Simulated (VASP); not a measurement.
Input of a VASP 6.6.1 run:

The input INCAR:

```
PREC     = Accurate       # precision mode
ENCUT    = 520            # plane-wave cutoff, eV
EDIFF    = 1E-6           # SCF threshold, eV
ISMEAR   = -1             # smearing method
SIGMA    = 0.1            # smearing width, eV
LREAL    = F              # projectors in reciprocal space
LASPH    = T              # aspherical terms in the spheres
NELM     = 80             # most SCF steps
ALGO     = Normal         # electronic algorithm
ISIF     = 2              # what is computed and relaxed
LWAVE    = F              # write WAVECAR
LCHARG   = F              # write CHGCAR
NBANDS   = 21             # bands
```

The input KPOINTS:

```
regular mesh
0
Gamma
  9 9 5
```

The input POSCAR:

```
Ru
1.0
    2.7078260000      0.0000000000      0.0000000000
   -1.3539130000      2.3450460000      0.0000000000
    0.0000000000      0.0000000000      4.2681020000
Ru
2
Direct
    0.3333330000      0.6666670000      0.2500000000
    0.6666670000      0.3333330000      0.7500000000
```

Potentials or basis: VASP PAW LDA potentials, release 64 (Ru_pv).

Command:

```bash
$ cat potpaw_LDA.64/Ru_pv/POTCAR > POTCAR
$ mpirun -np 1 vasp_std > vasp.out
```

(1) What does it give for the pressure?

(2) Predict the band gap on the k mesh.

## Answers

(1) -10.9 GPa.

(2) zero (band 14 reaches 14.19 eV, above the bottom of band 15 at 11.13 eV).
